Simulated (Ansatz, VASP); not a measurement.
## Two plane-wave programs on MoS2

```
Mo S
1.0
     3.22603    0.00000    0.00000
    -1.61301    2.79382    0.00000
     0.00000    0.00000   17.56271
Mo S
1 2
Direct
  0.00000 0.00000 0.00000
  0.33333 0.66667 0.91051
  0.33333 0.66667 0.08949
```

Alike in both runs: task single point; functional LDA; k mesh 10 × 10 × 2; occupations fermi-dirac, width 0.05 eV; no spin polarisation.

|  | VASP | Ansatz |
| --- | --- | --- |
| version | VASP 6.6.1 | Ansatz 0.2.0 |
| potentials or method | VASP PAW LDA potentials, release 64 (Mo_sv, S) | Ansatz PAW |
| plane-wave cutoff (eV) | 520 | 420 |
| valence electrons in the cell | 26 | 26 |

VASP gave:

```
gap on the k mesh at the Fermi level (eV) : 1.64
least direct gap on the mesh (eV)         : 1.82
rms of the force components (eV/Å)        : 0.459
```

Problem. Estimate Ansatz's values.

Solution. gap on the k mesh at the Fermi level (eV): 1.63; least direct gap on the mesh (eV): 1.82; rms of the force components (eV/Å): 0.467.

LDA's correlation is that of Perdew and Zunger in VASP and of Perdew and Wang (1992) in Ansatz. Atom by atom the forces differ by 0.009 eV/Å (rms over components).
